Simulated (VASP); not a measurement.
Crystal: Pt.

```xyz
1
Lattice="0.0000 1.9600 1.9600 1.9600 0.0000 1.9600 1.9600 1.9600 0.0000" Properties=species:S:1:pos:R:3 pbc="T T T"
Pt    0.0000    0.0000    0.0000
```

| Property | Result |
| --- | --- |
| Program | VASP 6.6.1 |
| Task | relaxation of cell and atoms |
| Functional | PBE |
| Potentials or basis | VASP PAW PBE potentials, release 64 (Pt) |
| Cutoff | 500 eV |
| k mesh | 18 × 18 × 18 |
| Occupations | methfessel-paxton, width 0.05 eV |
| Spin | no spin polarisation |

At the start: pressure 9.9 GPa; volume 15.06 Å³/atom.

**Question.** How do energy, volume and symmetry change on relaxing?

**Answer.** Over 4 steps the energy falls by 16.3 meV/atom and the volume is 15.61 Å³/atom (+3.7 %); space group Fm-3m (No. 225, to 0.1 Å) before and after.

The path:
| step | energy change (eV) | largest force (eV/Å) | pressure (GPa) | volume (Å³) |
| --- | --- | --- | --- | --- |
| 1 | 0.0000 | 0.0000 | 9.86 | 15.06 |
| 2 | 0.0821 | 0.0000 | -18.14 | 17.17 |
| 3 | -0.0162 | 0.0000 | -0.32 | 15.63 |
| 4 | -0.0163 | 0.0000 | -0.02 | 15.61 |

Final structure:
```
CELL_PARAMETERS angstrom
0.00000 1.98368 1.98368
1.98368 0.00000 1.98368
1.98368 1.98368 0.00000
ATOMIC_POSITIONS crystal
Pt 0.00000 0.00000 0.00000
```
